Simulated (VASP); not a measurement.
# BiP (rocksalt type) (Fm-3m) in VASP: notebook, part 2 of 3

VASP 6.6.1.

**3. Electric field gradients, PBE (24.50 Å³/atom)**

This run uses another cell than the first one, of 24.50 Å³/atom.

INCAR reads:

```
SYSTEM = BiP
ALGO = Normal ; EDIFF = 1E-8
ENCUT = 520 ; GGA = PE
ISIF = 2 ; ISMEAR = -1
LASPH = .TRUE. ; LCHARG = .FALSE.
LEFG = .TRUE. ; LREAL = .FALSE.
LWAVE = .FALSE. ; NBANDS = 17
NELM = 60 ; PREC = Accurate
SIGMA = 0.05
```

KPOINTS reads:

```
k-points
0
G
  12 12 12
  0 0 0
```

POSCAR reads:

```
BiP
1.0
    0.0000000000      2.9042537590      2.9042537590
    2.9042537590      0.0000000000      2.9042537590
    2.9042537590      2.9042537590      0.0000000000
Bi P
1 1
Direct
    0.0000000000      0.0000000000      0.0000000000
    0.5000000000      0.5000000000      0.5000000000
```

Potentials or basis: VASP PAW PBE potentials, release 64 (Bi_d, P).

Run with:

```bash
$ cat potpaw_PBE.64/Bi_d/POTCAR potpaw_PBE.64/P/POTCAR > POTCAR
$ mpirun -np 1 vasp_std > vasp.out
```

OUTCAR:

```text
SYSTEM = BiP
   EDIFF = 1E-8
   ENCUT = 520
   GGA = PE
   ISIF = 2
   ISMEAR = -1
   LASPH = .TRUE.
   LREAL = .FALSE.
   NELM = 60
   PREC = Accurate

 ion  position               nearest neighbor table
   1  0.000  0.000  0.000-   2 2.90   2 2.90   2 2.90   2 2.90   2 2.90   2 2.90
   2  0.500  0.500  0.500-   1 2.90   1 2.90   1 2.90   1 2.90   1 2.90   1 2.90

  LATTYP: Found a face centered cubic cell.
 ALAT       =     5.8085075180

  Lattice vectors:

 A1 = (   0.0000000000,   2.9042537590,   2.9042537590)
 A2 = (   2.9042537590,   0.0000000000,   2.9042537590)
 A3 = (   2.9042537590,   2.9042537590,   0.0000000000)

Analysis of symmetry for initial positions (statically):
=====================================================================
 Subroutine PRICEL returns:
 Original cell was already a primitive cell.

 Routine SETGRP: Setting up the symmetry group for a
 face centered cubic supercell.

 Subroutine GETGRP returns: Found 48 space group operations
 (whereof 48 operations were pure point group operations)
 out of a pool of 48 trial point group operations.

The static configuration has the point symmetry O_h .

Analysis of symmetry for dynamics (positions and initial velocities):
=====================================================================
 Subroutine PRICEL returns:
 Original cell was already a primitive cell.

 Routine SETGRP: Setting up the symmetry group for a
 face centered cubic supercell.

 Subroutine GETGRP returns: Found 48 space group operations
 (whereof 48 operations were pure point group operations)
 out of a pool of 48 trial point group operations.

The dynamic configuration has the point symmetry O_h .

 Subroutine INISYM returns: Found 48 space group operations
 (whereof 48 operations are pure point group operations),
 and found     1 'primitive' translations

----------------------------------------------------------------------------------------

                                     Primitive cell

  volume of cell :      48.9930

  direct lattice vectors                    reciprocal lattice vectors
     0.000000000  2.904253759  2.904253759    -0.172161265  0.172161265  0.172161265
     2.904253759  0.000000000  2.904253759     0.172161265 -0.172161265  0.172161265
     2.904253759  2.904253759  0.000000000     0.172161265  0.172161265 -0.172161265

  length of vectors
     4.107235055  4.107235055  4.107235055     0.298192057  0.298192057  0.298192057

  position of ions in fractional coordinates (direct lattice)
     0.000000000  0.000000000  0.000000000
     0.500000000  0.500000000  0.500000000

  ion indices of the primitive-cell ions
   primitive index   ion index
                 1           1
                 2           2

----------------------------------------------------------------------------------------

 KPOINTS: k-points

Automatic generation of k-mesh.
[... 71 lines left out ...]
   NFREE  =      0    steps in history (QN), initial steepest desc. (CG)
   ISIF   =      2    stress and relaxation
   ISYM   =      2    0-nonsym 1-usesym 2-fastsym
   POTIM  = 0.5000    time-step for ionic-motion
   TEBEG  =    0.0;   TEEND  =   0.0 temperature during run
   PSTRESS=    0.0 pullay stress
   NELECT =      20.0000    total number of electrons
   NUPDOWN=      -1.0000    fix difference up-down
   EMIN   =  10.00;   EMAX   =-10.00  energy-range for DOS
   EFERMI =   0.00;   METHOD = LEGACY
   ISMEAR =    -1;   SIGMA  =   0.05  broadening in eV -4-tet -1-fermi 0-gaus
   EFERMI_NEDOS =   21; number of points for ismear=-14 and -15
   IALGO  =     38    algorithm
   IMIX   =      4    mixing-type and parameters
     AMIX     =   0.40;   BMIX     =  1.00
     AMIX_MAG =   1.60;   BMIX_MAG =  1.00
  volume/ion in A,a.u.               =      24.50       165.31
  Fermi-wavevector in a.u.,A,eV,Ry     =   1.214433  2.294946 20.066523  1.474848
  Thomas-Fermi vector in A             =   2.349853
   LORBIT       =      0    0 simple, 1 ext, 2 COOP (PROOUT), +10 PAW based schemes
   GGA     = PE    functional components
   LHFCALC =     F    Hartree Fock is set to
   AEXX    =    0.0000 exact exchange contribution
   IVDW    =     0    specifies the selected vdW correction
   LEPSILON=     F    determine dielectric tensor
   LRPA    =     F    only Hartree local field effects (RPA)
 non-spin polarized calculation
  energy-cutoff  :      520.00
  volume of cell :       48.99
 maximum number of plane-waves:      1363
   NGX = 15   NGY = 15   NGZ = 15

 number of electron      19.9999993 magnetization

 Free energy of the ion-electron system (eV)
  ---------------------------------------------------
  ext. energy  EPLUGINS =         0.00000000
  ---------------------------------------------------
  free energy    TOTEN  =        -9.03704017 eV

  energy without entropy =       -9.03570526  energy(sigma->0) =       -9.03637272

 E-fermi :   7.5049     XC(G=0): -10.2314

 val. band max:        7.3906271033   @ k =  -0.1667   0.1667   0.0000
 cond. band min:       7.5049605242   @ k =   0.5000   0.0000   0.0000
 fundamental gap:      0.1143334209
 Fermi energy:         7.5048792609

 k-point     1 :       0.0000    0.0000    0.0000
  band No.  band energies     occupation
      1     -15.6640      2.00000
      2     -15.6640      2.00000
      3     -15.6640      2.00000
      4     -15.6572      2.00000
      5     -15.6572      2.00000
      6      -6.5024      2.00000
[... 457 lines left out ...]
      4     -15.6401      2.00000
      5     -15.6362      2.00000
      6      -3.8458      2.00000
[... 9 lines left out ...]
     16      16.1444      0.00000
     17      18.8187      0.00000

 [... further k-points ...]

------------------------ aborting loop because EDIFF is reached ----------------------------------------

  FORCE on cell =-STRESS in cart. coord.  units (eV):
  Direction    XX          YY          ZZ          XY          YZ          ZX
  --------------------------------------------------------------------------------------
  -------------------------------------------------------------------------------------
  Total        0.4536049      0.4536049      0.4536049      0.0000000      0.0000000      0.0000000
  in kB       14.8338756     14.8338756     14.8338756      0.0000000      0.0000000      0.0000000
  external PRESSURE =      14.8338756 kB  Pullay stress =       0.0000000 kB

 VOLUME and BASIS-vectors are now :
 -----------------------------------------------------------------------------
  energy-cutoff  :      520.00
  volume of cell :       48.99
      direct lattice vectors                 reciprocal lattice vectors
     0.000000000  2.904253759  2.904253759    -0.172161265  0.172161265  0.172161265
     2.904253759  0.000000000  2.904253759     0.172161265 -0.172161265  0.172161265
     2.904253759  2.904253759  0.000000000     0.172161265  0.172161265 -0.172161265

 POSITION                                       TOTAL-FORCE (eV/Angst)
 -----------------------------------------------------------------------------------
      0.00000      0.00000      0.00000        -0.000000     -0.000000      0.000000
      2.90425      2.90425      2.90425         0.000000      0.000000     -0.000000
 -----------------------------------------------------------------------------------
    total drift:                                0.000000     -0.000000     -0.000000

  FREE ENERGIE OF THE ION-ELECTRON SYSTEM (eV)
  ---------------------------------------------------
  free  energy   TOTEN  =        -9.0370401738 eV

  energy  without entropy=       -9.0357052571  energy(sigma->0) =       -9.03637272

 Electric field gradients (V/A^2)
---------------------------------------------------------------------
 ion       V_xx      V_yy      V_zz      V_xy      V_xz      V_yz
---------------------------------------------------------------------
   1       0.000    -0.000    -0.000     0.001     0.001     0.001
   2       0.000    -0.000    -0.000    -0.000    -0.000    -0.000
---------------------------------------------------------------------

 Electric field gradients after diagonalization (V/A^2)
 (convention: |V_zz| > |V_xx| > |V_yy|)
----------------------------------------------------------------------
 ion       V_xx      V_yy      V_zz     asymmetry (V_yy - V_xx)/ V_zz
----------------------------------------------------------------------
   1      -0.001    -0.001     0.002       0.000
   2       0.000     0.000    -0.000       0.000
----------------------------------------------------------------------

           NMR quadrupolar parameters

 Cq : quadrupolar parameter    Cq=e*Q*V_zz/h
 eta: asymmetry parameters     (V_yy - V_xx)/ V_zz
 Q  : nuclear electric quadrupole moment in mb (millibarn)
----------------------------------------------------------------------
 ion       Cq(MHz)       eta       Q (mb)
----------------------------------------------------------------------
   1       0.000       0.000       1.000
   2      -0.000       0.000       1.000
----------------------------------------------------------------------
```

stdout:

```text
POSCAR found type information on POSCAR BiP
 POSCAR found :  2 types and       2 ions
 scaLAPACK will be used
 LDA part: xc-table for (Slater+PW92), standard interpolation
 POSCAR, INCAR and KPOINTS ok, starting setup
 FFT: planning ... GRIDC
 FFT: planning ... GRID_SOFT
 FFT: planning ... GRID
 WAVECAR not read
 entering main loop
ion   1

ion   2
```

Wall time 32 s (1 thread of Intel Xeon 6975P-C (Granite Rapids), shared host); peak memory 0.2 GiB.

What came out:

| Quantity | Value |
| --- | --- |
| Free energy | -9.0370 eV |
| Pressure | 1.5 GPa |
| Band gap on the k mesh | 0.03 eV |
| Largest electric field gradient by atom | zero within the noise of the run |

Levels at points of the mesh, in eV from the valence-band top:
```
           k point  band 7  band 8  band 9  band 10  band 11  band 12  band 13  band 14
(0.00, 0.00, 0.00)   -5.57   -1.79   -1.79    -1.79     4.00     4.00     4.00     5.52
(0.50, 0.00, 0.00)  -10.55   -0.96   -0.96     0.00     0.03     0.03     0.08     8.93
(0.50, 0.50, 0.00)   -8.38   -6.09   -3.80    -3.80     2.54     5.72     5.72     6.97
```

Caveat: spin-orbit coupling is left out, which moves the levels of the heavy elements.

**4. Electric field gradients, PBE**

This run uses another cell than the first one, of 25.00 Å³/atom.

INCAR reads:

```
SYSTEM = BiP
PREC     = Accurate       ! precision mode
ENCUT    = 520            ! plane-wave cutoff, eV
EDIFF    = 1E-8           ! SCF threshold, eV
ISMEAR   = -1             ! smearing method
SIGMA    = 0.05           ! smearing width, eV
LREAL    = .False.        ! projectors in reciprocal space
LASPH    = .True.         ! aspherical terms in the spheres
NELM     = 80             ! most SCF steps
ALGO     = Normal         ! electronic algorithm
ISIF     = 2              ! what is computed and relaxed
LWAVE    = .False.        ! write WAVECAR
LCHARG   = .False.        ! write CHGCAR
GGA      = PE             ! functional
LEFG     = .True.       
NBANDS   = 17             ! bands
```

KPOINTS reads:

```
regular mesh
0
Gamma
  12 12 12
  0 0 0
```

POSCAR reads:

```
BiP
1.0
    0.0000000000      2.9238776904      2.9238776904
    2.9238776904      0.0000000000      2.9238776904
    2.9238776904      2.9238776904      0.0000000000
Bi P
1 1
Direct
    0.0000000000      0.0000000000      0.0000000000
    0.5000000000      0.5000000000      0.5000000000
```

Potentials or basis: VASP PAW PBE potentials, release 64 (Bi_d, P).

Run with:

```bash
$ cat potpaw_PBE.64/Bi_d/POTCAR potpaw_PBE.64/P/POTCAR > POTCAR
$ mpirun -np 1 vasp_std > vasp.out
```

OUTCAR:

```text
SYSTEM = BiP
   PREC = Accurate
   ENCUT = 520
   EDIFF = 1E-8
   ISMEAR = -1
   LREAL = .False.
   LASPH = .True.
   NELM = 80
   ISIF = 2
   GGA = PE

 ion  position               nearest neighbor table
   1  0.000  0.000  0.000-   2 2.92   2 2.92   2 2.92   2 2.92   2 2.92   2 2.92
   2  0.500  0.500  0.500-   1 2.92   1 2.92   1 2.92   1 2.92   1 2.92   1 2.92

  LATTYP: Found a face centered cubic cell.
 ALAT       =     5.8477553808

  Lattice vectors:

 A1 = (   0.0000000000,   2.9238776904,   2.9238776904)
 A2 = (   2.9238776904,   0.0000000000,   2.9238776904)
 A3 = (   2.9238776904,   2.9238776904,   0.0000000000)

Analysis of symmetry for initial positions (statically):
=====================================================================
 Subroutine PRICEL returns:
 Original cell was already a primitive cell.

 Routine SETGRP: Setting up the symmetry group for a
 face centered cubic supercell.

 Subroutine GETGRP returns: Found 48 space group operations
 (whereof 48 operations were pure point group operations)
 out of a pool of 48 trial point group operations.

The static configuration has the point symmetry O_h .

Analysis of symmetry for dynamics (positions and initial velocities):
=====================================================================
 Subroutine PRICEL returns:
 Original cell was already a primitive cell.

 Routine SETGRP: Setting up the symmetry group for a
 face centered cubic supercell.

 Subroutine GETGRP returns: Found 48 space group operations
 (whereof 48 operations were pure point group operations)
 out of a pool of 48 trial point group operations.

The dynamic configuration has the point symmetry O_h .

 Subroutine INISYM returns: Found 48 space group operations
 (whereof 48 operations are pure point group operations),
 and found     1 'primitive' translations

----------------------------------------------------------------------------------------

                                     Primitive cell

  volume of cell :      49.9928

  direct lattice vectors                    reciprocal lattice vectors
     0.000000000  2.923877690  2.923877690    -0.171005785  0.171005785  0.171005785
     2.923877690  0.000000000  2.923877690     0.171005785 -0.171005785  0.171005785
     2.923877690  2.923877690  0.000000000     0.171005785  0.171005785 -0.171005785

  length of vectors
     4.134987484  4.134987484  4.134987484     0.296190708  0.296190708  0.296190708

  position of ions in fractional coordinates (direct lattice)
     0.000000000  0.000000000  0.000000000
     0.500000000  0.500000000  0.500000000

  ion indices of the primitive-cell ions
   primitive index   ion index
                 1           1
                 2           2

----------------------------------------------------------------------------------------

 KPOINTS: regular mesh

[... 72 lines left out ...]
   NFREE  =      0    steps in history (QN), initial steepest desc. (CG)
   ISIF   =      2    stress and relaxation
   ISYM   =      2    0-nonsym 1-usesym 2-fastsym
   POTIM  = 0.5000    time-step for ionic-motion
   TEBEG  =    0.0;   TEEND  =   0.0 temperature during run
   PSTRESS=    0.0 pullay stress
   NELECT =      20.0000    total number of electrons
   NUPDOWN=      -1.0000    fix difference up-down
   EMIN   =  10.00;   EMAX   =-10.00  energy-range for DOS
   EFERMI =   0.00;   METHOD = LEGACY
   ISMEAR =    -1;   SIGMA  =   0.05  broadening in eV -4-tet -1-fermi 0-gaus
   EFERMI_NEDOS =   21; number of points for ismear=-14 and -15
   IALGO  =     38    algorithm
   IMIX   =      4    mixing-type and parameters
     AMIX     =   0.40;   BMIX     =  1.00
     AMIX_MAG =   1.60;   BMIX_MAG =  1.00
  volume/ion in A,a.u.               =      25.00       168.68
  Fermi-wavevector in a.u.,A,eV,Ry     =   1.206282  2.279543 19.798069  1.455117
  Thomas-Fermi vector in A             =   2.341954
   LORBIT       =      0    0 simple, 1 ext, 2 COOP (PROOUT), +10 PAW based schemes
   GGA     = PE    functional components
   LHFCALC =     F    Hartree Fock is set to
   AEXX    =    0.0000 exact exchange contribution
   IVDW    =     0    specifies the selected vdW correction
   LEPSILON=     F    determine dielectric tensor
   LRPA    =     F    only Hartree local field effects (RPA)
 non-spin polarized calculation
  energy-cutoff  :      520.00
  volume of cell :       49.99
 maximum number of plane-waves:      1363
   NGX = 15   NGY = 15   NGZ = 15

 number of electron      19.9999996 magnetization

 Free energy of the ion-electron system (eV)
  ---------------------------------------------------
  ext. energy  EPLUGINS =         0.00000000
  ---------------------------------------------------
  free energy    TOTEN  =        -9.04191508 eV

  energy without entropy =       -9.04071237  energy(sigma->0) =       -9.04131372

 E-fermi :   7.2405     XC(G=0): -10.1387

 val. band max:        7.2399740018   @ k =   0.5000   0.0000   0.0000
 cond. band min:       7.2840787388   @ k =   0.5000   0.0000   0.0000
 fundamental gap:      0.0441047370
 Fermi energy:         7.2405444089

 k-point     1 :       0.0000    0.0000    0.0000
  band No.  band energies     occupation
      1     -15.9124      2.00000
      2     -15.9124      2.00000
      3     -15.9124      2.00000
      4     -15.9048      2.00000
      5     -15.9048      2.00000
      6      -6.5987      2.00000
[... 457 lines left out ...]
      4     -15.8902      2.00000
      5     -15.8867      2.00000
      6      -4.0274      2.00000
[... 9 lines left out ...]
     16      15.8878      0.00000
     17      18.4781      0.00000

 [... further k-points ...]

------------------------ aborting loop because EDIFF is reached ----------------------------------------

  FORCE on cell =-STRESS in cart. coord.  units (eV):
  Direction    XX          YY          ZZ          XY          YZ          ZX
  --------------------------------------------------------------------------------------
  -------------------------------------------------------------------------------------
  Total       -0.0044079     -0.0044079     -0.0044079     -0.0000000     -0.0000000      0.0000000
  in kB       -0.1412656     -0.1412656     -0.1412656     -0.0000000     -0.0000000      0.0000000
  external PRESSURE =      -0.1412656 kB  Pullay stress =       0.0000000 kB

 VOLUME and BASIS-vectors are now :
 -----------------------------------------------------------------------------
  energy-cutoff  :      520.00
  volume of cell :       49.99
      direct lattice vectors                 reciprocal lattice vectors
     0.000000000  2.923877690  2.923877690    -0.171005785  0.171005785  0.171005785
     2.923877690  0.000000000  2.923877690     0.171005785 -0.171005785  0.171005785
     2.923877690  2.923877690  0.000000000     0.171005785  0.171005785 -0.171005785

 POSITION                                       TOTAL-FORCE (eV/Angst)
 -----------------------------------------------------------------------------------
      0.00000      0.00000      0.00000         0.000000     -0.000000     -0.000000
      2.92388      2.92388      2.92388        -0.000000      0.000000      0.000000
 -----------------------------------------------------------------------------------
    total drift:                                0.000000     -0.000000     -0.000000

  FREE ENERGIE OF THE ION-ELECTRON SYSTEM (eV)
  ---------------------------------------------------
  free  energy   TOTEN  =        -9.0419150818 eV

  energy  without entropy=       -9.0407123670  energy(sigma->0) =       -9.04131372

 Electric field gradients (V/A^2)
---------------------------------------------------------------------
 ion       V_xx      V_yy      V_zz      V_xy      V_xz      V_yz
---------------------------------------------------------------------
   1      -0.000    -0.000    -0.000     0.002     0.002     0.002
   2       0.000     0.000    -0.000    -0.000    -0.000    -0.000
---------------------------------------------------------------------

 Electric field gradients after diagonalization (V/A^2)
 (convention: |V_zz| > |V_xx| > |V_yy|)
----------------------------------------------------------------------
 ion       V_xx      V_yy      V_zz     asymmetry (V_yy - V_xx)/ V_zz
----------------------------------------------------------------------
   1      -0.002    -0.002     0.003       0.000
   2       0.000     0.000    -0.001       0.000
----------------------------------------------------------------------

           NMR quadrupolar parameters

 Cq : quadrupolar parameter    Cq=e*Q*V_zz/h
 eta: asymmetry parameters     (V_yy - V_xx)/ V_zz
 Q  : nuclear electric quadrupole moment in mb (millibarn)
----------------------------------------------------------------------
 ion       Cq(MHz)       eta       Q (mb)
----------------------------------------------------------------------
   1       0.000       0.000       1.000
   2      -0.000       0.000       1.000
----------------------------------------------------------------------
```

Run time: 35 s. Hardware: 1 thread of Intel Xeon 6975P-C (Granite Rapids), shared host; peak memory 0.2 GiB.

What came out:

```
Free energy                             : -9.0419 eV
Pressure                                : 0.0 GPa
Band gap on the k mesh                  : 0.04 eV
Largest electric field gradient by atom : zero within the noise of the run
```

Caveat: spin-orbit coupling is left out, which moves the levels of the heavy elements. A k mesh can miss the band edges.

(Continued in part 3 of 3.)
